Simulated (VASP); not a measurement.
TaN: single point with r2SCAN+rVV10

Crystal: TaN.

```xyz
2
Lattice="0.0000 2.1934 2.1934 2.1934 0.0000 2.1934 2.1934 2.1934 0.0000" Properties=species:S:1:pos:R:3 pbc="T T T"
Ta    2.1934    2.1934    2.1934
N     0.0000    0.0000    0.0000
```

```json
{
  "Program": "VASP 6.6.1",
  "Task": "single point",
  "Functional": "r2SCAN",
  "Dispersion": "rVV10",
  "Potentials or basis": "VASP PAW PBE potentials, release 64 (Ta_sv_GW, N)",
  "Cutoff": "770 eV",
  "k mesh": "10 × 10 × 10",
  "Occupations": "fermi-dirac, width 0.05 eV",
  "Spin": "no spin polarisation",
  "Dipole correction": "no",
  "Further INCAR settings": "ALGO = Normal; EDIFF = 1e-06; NBANDS = 16"
}
```

The pressure is 0.4 GPa and the band gap on the k mesh is zero (bands 9 and 10 overlap by 4.14 eV).

Levels at points of the mesh, in eV from the Fermi level:
```
           k point  band 5  band 6  band 7  band 8  band 9  band 10  band 11  band 12  band 13  band 14
(0.00, 0.00, 0.00)  -20.08   -4.18   -4.18   -4.18   -2.20    -2.20    -2.20     0.15     0.15     1.79
(0.50, 0.00, 0.00)  -17.02  -10.91   -8.05   -8.05    1.94     1.94     2.07     4.00     7.91     7.91
(0.50, 0.50, 0.00)  -18.84   -7.13   -5.69   -5.03   -5.03     2.26     3.58     3.58     4.80     7.46
```

It took 70 s on 1 thread of Intel(R) Xeon(R) 6975P-C (Granite Rapids), on a shared host, peak memory 0.29 GiB.

Caveat: the PAW data sets were made with another functional, which shifts forces and pressure a little; spin-orbit coupling is left out, which moves the levels of the heavy elements.
